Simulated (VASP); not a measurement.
Wanted: the native input for a VASP 6.6.1 run.

```yaml
Task: relaxation of cell and atoms
Functional: PBE
Potentials_or_basis: VASP PAW PBE potentials, release 64 (As, S)
Cutoff: 600 eV
k_mesh: 4 × 4 × 4
Occupations: gaussian, width 0.1 eV
Spin: no spin polarisation
Dipole_correction: no
Further_INCAR_settings: ALGO = Normal; EDIFF = 1e-06; IBRION = 2; EDIFFG = -0.04; NSW = 90; ISIF = 3
```

The structure of As5S lies in POSCAR:

```
As5S
1.0
    0.0000000000      4.2109804100      4.2109804100
    4.2109804100      0.0000000000      4.2109804100
    4.2109804100      4.2109804100      0.0000000000
As S
5 1
Direct
    0.2500000000      0.2500000000      0.2500000000
    0.1261565700      0.6246144800      0.6246144800
    0.6246144800      0.6246144800      0.6246144800
    0.6246144800      0.6246144800      0.1261565700
    0.6246144800      0.1261565700      0.6246144800
    0.0000000000      0.0000000000      0.0000000000
```

One way to write it, as run:

INCAR

```
SYSTEM = As5S
  ALGO = Normal
  EDIFF = 1E-6
  EDIFFG = -0.04
  ENCUT = 600
  GGA = PE
  IBRION = 2
  ISIF = 3
  ISMEAR = 0
  LASPH = .TRUE.
  LCHARG = .FALSE.
  LREAL = .FALSE.
  LWAVE = .FALSE.
  NELM = 60
  NSW = 90
  PREC = Accurate
  SIGMA = 0.1
```

KPOINTS

```
k-points
0
G
  4 4 4
  0 0 0
```

Potentials or basis: VASP PAW PBE potentials, release 64 (As, S).

The run is started by

```bash
$ cat potpaw_PBE.64/As/POTCAR potpaw_PBE.64/S/POTCAR > POTCAR
$ mpirun -np 1 vasp_std > vasp.out
```

Results of the run:

| Item | Value |
| --- | --- |
| Relaxed volume | 20.13 Å³/atom |
| Relaxed cell | a = 5.548 Å, b = 5.548 Å, c = 5.548 Å, α = 60.00°, β = 60.00°, γ = 60.00° |
| Space group after relaxing (to 0.05 Å) | F-43m (No. 216) |
| Energy gained by relaxing | 207.0 meV/atom |
| Ionic steps | 11 |
| Pressure after relaxing | 0.1 GPa |
| Largest force after relaxing | 0.037 eV/Å |

Caveat: the volume moved by over 15 % at a fixed basis, so the end points are rough.

Run time: 2.1 min on 1 thread of Intel(R) Xeon(R) Platinum 8559C (Emerald Rapids), on a shared host, peak memory 0.34 GiB.
